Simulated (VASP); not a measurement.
# MgCdS4 (P6/mmm) in VASP: notebook

Runs on MgCdS4. Level: PBE. Tasks: relaxation of cell and atoms, single point.

All numbers are computed with VASP 6.6.1; they aren't measurements. Logs are shortened: lines on timing, memory, paths and dates and some standing lists are left out, and cuts for length are marked.

## (1) The cell of the first run

It takes space group P6/mmm (No. 191, hexagonal). Conventional cell: a = 5.556 Å, b = 5.556 Å, c = 5.015 Å, α = 90.00°, β = 90.00°, γ = 120.00°. Mg (site symmetry 6/mmm) has 2 Cd at 2.51 Å within 3.3 Å. Cd (site symmetry 6/mmm) has 2 Mg at 2.51 Å and 12 S at 3.43 Å within 3.5 Å. S (site symmetry 3m) has 5 S at 2.42 to 3.21 Å and 3 Cd at 3.43 Å and 3 Mg at 3.46 Å within 3.5 Å.

The cell was generated, and may not be a known phase.

## (2) Relaxation of cell and atoms, PBE

Input file INCAR:

```
SYSTEM = MgCdS4
PREC = Accurate
ENCUT = 600
EDIFF = 1E-7
ISMEAR = 0
SIGMA = 0.1
LREAL = .False.
LASPH = .True.
NELM = 80
ALGO = Normal
ISIF = 3
LWAVE = .False.
LCHARG = .False.
GGA = PE
IBRION = 2
NSW = 90
EDIFFG = -0.04
```

Input file KPOINTS:

```
regular mesh
0
Gamma
  6 6 4
  0 0 0
```

Input file POSCAR:

```
MgCdS4
1.0
    5.5562652400      0.0000000000      0.0000000000
   -2.7781326200      4.8118668500      0.0000000000
    0.0000000000      0.0000000000      5.0145089100
Mg Cd S
1 1 4
Direct
    0.0000000000      0.0000000000      0.0000000000
    0.0000000000      0.0000000000      0.5000000000
    0.3333333300      0.6666666700      0.7408911900
    0.3333333300      0.6666666700      0.2591088100
    0.6666666700      0.3333333300      0.2591088100
    0.6666666700      0.3333333300      0.7408911900
```

Potentials or basis: VASP PAW PBE potentials, release 64 (Mg, Cd, S).

The run is started by

```
$ cat potpaw_PBE.64/Mg/POTCAR potpaw_PBE.64/Cd/POTCAR potpaw_PBE.64/S/POTCAR > POTCAR
$ mpirun -np 1 vasp_std > vasp.out
```

OUTCAR:

```text
SYSTEM = MgCdS4
   PREC = Accurate
   ENCUT = 600
   EDIFF = 1E-7
   ISMEAR = 0
   LREAL = .False.
   LASPH = .True.
   NELM = 80
   ISIF = 3
   GGA = PE
   IBRION = 2
   NSW = 90
   EDIFFG = -0.04

 ion  position               nearest neighbor table
   1  0.000  0.000  0.000-   2 2.51   2 2.51
   2  0.000  0.000  0.500-   1 2.51   1 2.51
   3  0.333  0.667  0.741-   4 2.42   4 2.60
   4  0.333  0.667  0.259-   3 2.42   3 2.60
   5  0.667  0.333  0.259-   6 2.42   6 2.60
   6  0.667  0.333  0.741-   5 2.42   5 2.60

  LATTYP: Found a hexagonal cell.
 ALAT       =     5.5562652400
 C/A-ratio  =     0.9024963160

  Lattice vectors:

 A1 = (   5.5562652400,   0.0000000000,   0.0000000000)
 A2 = (  -2.7781326200,   4.8118668500,   0.0000000000)
 A3 = (   0.0000000000,   0.0000000000,   5.0145089100)

Analysis of symmetry for initial positions (statically):
=====================================================================
 Subroutine PRICEL returns:
 Original cell was already a primitive cell.

 Routine SETGRP: Setting up the symmetry group for a
 hexagonal supercell.

 Subroutine GETGRP returns: Found 24 space group operations
 (whereof 24 operations were pure point group operations)
 out of a pool of 24 trial point group operations.

The static configuration has the point symmetry D_6h.

Analysis of symmetry for dynamics (positions and initial velocities):
=====================================================================
 Subroutine PRICEL returns:
 Original cell was already a primitive cell.

 Routine SETGRP: Setting up the symmetry group for a
 hexagonal supercell.

 Subroutine GETGRP returns: Found 24 space group operations
 (whereof 24 operations were pure point group operations)
 out of a pool of 24 trial point group operations.

The dynamic configuration has the point symmetry D_6h.

 Subroutine INISYM returns: Found 24 space group operations
 (whereof 24 operations are pure point group operations),
 and found     1 'primitive' translations

----------------------------------------------------------------------------------------

                                     Primitive cell

  volume of cell :     134.0680

  direct lattice vectors                    reciprocal lattice vectors
     5.556265240  0.000000000  0.000000000     0.179977009  0.103909775  0.000000000
    -2.778132620  4.811866850  0.000000000     0.000000000  0.207819549  0.000000000
[... 82 lines left out ...]
   ICHARG =      2    charge: 1-file 2-atom 10-const
   ISPIN  =      1    spin polarized calculation?
   LNONCOLLINEAR =      F non collinear calculations
   LSORBIT =      F    spin-orbit coupling
   LASPH  =      T    aspherical Exc in radial PAW
   ENCUT  =  600.0 eV  44.10 Ry    6.64 a.u.  11.10 11.10 10.02*2*pi/ulx,y,z
   NELM   =     80;   NELMIN=  2; NELMDL= -5     # of ELM steps
   EDIFF  = 0.1E-06   stopping-criterion for ELM
   LREAL  =      F    real-space projection
   EDIFFG = -.4E-01   stopping-criterion for IOM
   NSW    =     90    number of steps for IOM
   IBRION =      2    ionic relax: 0-MD 1-quasi-New 2-CG
   NFREE  =      1    steps in history (QN), initial steepest desc. (CG)
   ISIF   =      3    stress and relaxation
   ISYM   =      2    0-nonsym 1-usesym 2-fastsym
   POTIM  = 0.5000    time-step for ionic-motion
   TEBEG  =    0.0;   TEEND  =   0.0 temperature during run
   PSTRESS=    0.0 pullay stress
   NELECT =      38.0000    total number of electrons
   NUPDOWN=      -1.0000    fix difference up-down
   EMIN   =  10.00;   EMAX   =-10.00  energy-range for DOS
   EFERMI =   0.00;   METHOD = LEGACY
   ISMEAR =     0;   SIGMA  =   0.10  broadening in eV -4-tet -1-fermi 0-gaus
   EFERMI_NEDOS =   21; number of points for ismear=-14 and -15
   IALGO  =     38    algorithm
   IMIX   =      4    mixing-type and parameters
     AMIX     =   0.40;   BMIX     =  1.00
     AMIX_MAG =   1.60;   BMIX_MAG =  1.00
  volume/ion in A,a.u.               =      22.34       150.79
  Fermi-wavevector in a.u.,A,eV,Ry     =   1.075378  2.032169 15.734284  1.156437
  Thomas-Fermi vector in A             =   2.211233
   LORBIT       =      0    0 simple, 1 ext, 2 COOP (PROOUT), +10 PAW based schemes
   GGA     = PE    functional components
   LHFCALC =     F    Hartree Fock is set to
   AEXX    =    0.0000 exact exchange contribution
   IVDW    =     0    specifies the selected vdW correction
   LEPSILON=     F    determine dielectric tensor
   LRPA    =     F    only Hartree local field effects (RPA)
 conjugate gradient relaxation of ions
 non-spin polarized calculation
 Gauss-broadening in eV      SIGMA  =   0.10
  energy-cutoff  :      600.00
  volume of cell :      134.07
 maximum number of plane-waves:      4500
 NGX is ok and might be reduce to    48
   NGX = 23   NGY = 23   NGZ = 21

--------------------------------------- Ionic step        1  -------------------------------------------

 number of electron      38.0000003 magnetization

 Free energy of the ion-electron system (eV)
  ---------------------------------------------------
  ext. energy  EPLUGINS =         0.00000000
  ---------------------------------------------------
  free energy    TOTEN  =       -15.91535292 eV

  energy without entropy =      -15.89915000  energy(sigma->0) =      -15.90725146

------------------------ aborting loop because EDIFF is reached ----------------------------------------

  FORCE on cell =-STRESS in cart. coord.  units (eV):
  Direction    XX          YY          ZZ          XY          YZ          ZX
  --------------------------------------------------------------------------------------
  -------------------------------------------------------------------------------------
  Total       -4.3054736     -4.3054736     -0.8396764      0.0000000     -0.0000000      0.0000000
  in kB      -51.4525066    -51.4525066    -10.0345417      0.0000000     -0.0000000      0.0000000
  external PRESSURE =     -37.6465183 kB  Pullay stress =       0.0000000 kB
[... 1210 lines left out ...]
     22       6.0372      0.00000
     23       6.3771      0.00000

[... ionic steps 4 to 19 ...]

--------------------------------------- Ionic step       20  -------------------------------------------

 number of electron      38.0000000 magnetization

------------------------ aborting loop because EDIFF is reached ----------------------------------------
[... 75 lines left out ...]
--------------------------------------- Ionic step       22  -------------------------------------------

 number of electron      38.0000000 magnetization

 Free energy of the ion-electron system (eV)
  ---------------------------------------------------
  ext. energy  EPLUGINS =         0.00000000
  ---------------------------------------------------
  free energy    TOTEN  =       -17.87343079 eV

  energy without entropy =      -17.86306128  energy(sigma->0) =      -17.86824604

 E-fermi :   2.9591     XC(G=0):  -8.9301

 val. band max:        2.9364693098   @ k =   0.3333  -0.0000   0.0000
 cond. band min:       3.1111991790   @ k =   0.1667   0.0000   0.2500
 fundamental gap:      0.1747298692
 Fermi energy:         2.9591207133
[... 577 lines left out ...]
  FREE ENERGIE OF THE ION-ELECTRON SYSTEM (eV)
  ---------------------------------------------------
  free  energy   TOTEN  =       -17.8734307899 eV

  energy  without entropy=      -17.8630612819  energy(sigma->0) =      -17.86824604

 reached required accuracy - stopping structural energy minimisation
```

OSZICAR:

```text
N       E                     dE             d eps       ncg     rms          rms(c)
DAV:   1     0.246161656893E+03    0.24616E+03   -0.18714E+04   974   0.162E+03
DAV:   2     0.320778250510E+01   -0.24295E+03   -0.23774E+03  1162   0.303E+02
DAV:   3    -0.163287710195E+02   -0.19537E+02   -0.19274E+02  1199   0.826E+01
DAV:   4    -0.167334201173E+02   -0.40465E+00   -0.40201E+00  1088   0.124E+01
[... 236 lines left out ...]
DAV:   4    -0.178734364478E+02    0.67046E-04   -0.87814E-05  1036   0.620E-02    0.159E-02
DAV:   5    -0.178734333680E+02    0.30798E-05   -0.88642E-06  1148   0.198E-02    0.116E-02
DAV:   6    -0.178734315364E+02    0.18315E-05   -0.19537E-06  1078   0.858E-03    0.655E-03
DAV:   7    -0.178734308728E+02    0.66362E-06   -0.29849E-07   874   0.468E-03    0.127E-03
DAV:   8    -0.178734307899E+02    0.82842E-07   -0.29319E-08   560   0.133E-03
  22 F= -.17873431E+02 E0= -.17868246E+02  d E =-.222867E-03
```

CONTCAR:

```text
MgCdS4
   1.00000000000000
     5.5791056359724989   -0.0000000000000000   -0.0000000000000000
    -2.7895528179862494    4.8316472130344987    0.0000000000000000
     0.0000000000000000    0.0000000000000000    5.4002567938687482
  Mg              Cd              S
     1     1     4
Direct
     0.0000000000000000    0.0000000000000000    0.0000000000000000
     0.0000000000000000    0.0000000000000000    0.5000000000000000
     0.3333333300000021    0.6666666699999979    0.6806697225408873
     0.3333333300000021    0.6666666699999979    0.3193302774591130
     0.6666666699999979    0.3333333300000021    0.3193302774591130
     0.6666666699999979    0.3333333300000021    0.6806697225408873

  0.00000000E+00  0.00000000E+00  0.00000000E+00
  0.00000000E+00  0.00000000E+00  0.00000000E+00
  0.00000000E+00  0.00000000E+00  0.00000000E+00
  0.00000000E+00  0.00000000E+00  0.00000000E+00
  0.00000000E+00  0.00000000E+00  0.00000000E+00
  0.00000000E+00  0.00000000E+00  0.00000000E+00
```

It took 41 min on 1 thread of Intel Xeon 8259CL, shared host; peak memory 0.34 GiB.

What came out:

| Quantity | Value |
| --- | --- |
| Free energy | -17.8734 eV |
| Relaxed volume | 24.26 Å³/atom |
| Relaxed cell | a = 5.579 Å, b = 5.579 Å, c = 5.400 Å, α = 90.00°, β = 90.00°, γ = 120.00° |
| Space group after relaxing (to 0.1 Å) | P6/mmm (No. 191) |
| Energy gained by relaxing | 326.3 meV/atom |
| Ionic steps | 22 |
| Pressure after relaxing | 0.0 GPa |
| Band gap on the k mesh | zero (bands 19 and 20 overlap by 0.66 eV) |

Forces in eV/Å, atoms in the order of the input:
```
Mg   0.000  0.000  0.000
Cd   0.000  0.000  0.000
S    0.000  0.000 -0.003
S    0.000  0.000  0.003
S    0.000  0.000  0.003
S    0.000  0.000 -0.003
```

The path:
```csv
step,energy change (eV),largest force (eV/Å),pressure (GPa),volume (Å³)
1,0.0000,0.9114,-3.76,134.07
2,-0.4086,1.3185,-1.24,124.10
3,-0.6056,0.9910,3.88,113.44
4,-0.8858,1.1119,5.60,113.63
5,-0.9720,0.4001,10.91,113.78
6,-1.0225,0.5630,8.13,113.73
7,-1.2546,0.1224,8.01,117.41
8,-1.4233,1.1073,8.44,122.46
9,-1.7168,0.3677,4.40,130.05
10,-1.8763,0.4716,0.36,140.72
11,-1.8808,0.6117,-0.25,142.77
12,-1.9402,0.1313,0.17,145.99
13,-1.9415,0.2776,0.28,146.56
14,-1.9472,0.1619,-0.02,147.32
15,-1.9505,0.0520,-0.57,148.78
16,-1.9529,0.1037,-0.33,148.61
17,-1.9529,0.0867,-0.36,148.63
18,-1.9549,0.0502,-0.31,147.98
19,-1.9578,0.0554,-0.16,146.02
20,-1.9579,0.0643,-0.15,145.86
21,-1.9573,0.1143,0.24,145.04
22,-1.9581,0.0026,-0.02,145.57
```

Final structure:
```
Mg Cd S
1.0
     5.57911    0.00000    0.00000
    -2.78955    4.83165    0.00000
     0.00000    0.00000    5.40026
Mg Cd S
1 1 4
Direct
  0.00000 0.00000 0.00000
  0.00000 0.00000 0.50000
  0.33333 0.66667 0.68067
  0.33333 0.66667 0.31933
  0.66667 0.33333 0.31933
  0.66667 0.33333 0.68067
```

Caveat: semilocal functionals underestimate gaps, and a narrow one can read as zero.

## (3) Single point, PBE

This run uses another cell than the first one, of 24.23 Å³/atom.

Input file INCAR:

```
PREC = Accurate
ENCUT = 520
EDIFF = 1E-6
ISMEAR = 0
SIGMA = 0.1
LREAL = F
LASPH = T
NELM = 60
ALGO = Normal
ISIF = 2
LWAVE = F
LCHARG = T
GGA = PE
LELF = T
LVHAR = T
NBANDS = 28
```

Input file KPOINTS:

```
Automatic mesh
0
Gamma
  12 12 8
```

Input file POSCAR:

```
MgCdS4
1.0
    5.5740022393      0.0000000000      0.0000000000
   -2.7870011196      4.8272275399      0.0000000000
    0.0000000000      0.0000000000      5.4023806278
Mg Cd S
1 1 4
Direct
    0.0000000000      0.0000000000      0.0000000000
    0.0000000000      0.0000000000      0.5000000000
    0.3333333333      0.6666666667      0.6814623039
    0.3333333333      0.6666666667      0.3185376961
    0.6666666667      0.3333333333      0.3185376961
    0.6666666667      0.3333333333      0.6814623039
```

Potentials or basis: VASP PAW PBE potentials, release 64 (Mg, Cd, S).

The run is started by

```
$ cat potpaw_PBE.64/Mg/POTCAR potpaw_PBE.64/Cd/POTCAR potpaw_PBE.64/S/POTCAR > POTCAR
$ mpirun -np 1 vasp_std > vasp.out
```

It took 10 min on 1 thread of Intel Xeon 8259CL, shared host; peak memory 0.47 GiB.

It converged, with:

```
Free energy            : -17.8747 eV
Pressure               : -0.3 GPa
Largest force          : 0.191 eV/Å
Band gap on the k mesh : zero (bands 19 and 20 overlap by 0.66 eV)
```

Forces in eV/Å, atoms in the order of the input:
```
Mg   0.000  0.000  0.000
Cd   0.000  0.000  0.000
S    0.000  0.000 -0.191
S    0.000  0.000  0.191
S    0.000  0.000  0.191
S    0.000  0.000 -0.191
```

Stress tensor (GPa, compression positive):
```
-0.02  0.00  0.00
 0.00 -0.02  0.00
 0.00  0.00 -0.86
```

Levels at points of the mesh, in eV from the Fermi level:
```
           k point  band 16  band 17  band 18  band 19  band 20  band 21  band 22  band 23
(0.00, 0.00, 0.00)    -2.81    -1.48    -1.48     0.31     0.31     1.56     2.76     3.35
(0.50, 0.00, 0.00)    -1.73    -1.69    -1.34     0.19     0.84     2.20     2.50     2.90
(0.00, 0.00, 0.50)    -2.14    -2.04    -2.04    -1.40    -0.35    -0.35     1.54     2.98
(0.50, 0.00, 0.50)    -2.42    -2.33    -0.68    -0.29     0.49     0.64     1.50     2.31
```

Caveat: semilocal functionals underestimate gaps, and a narrow one can read as zero.

The gap in the log of VASP goes by the Fermi energy; the results here count the filled bands.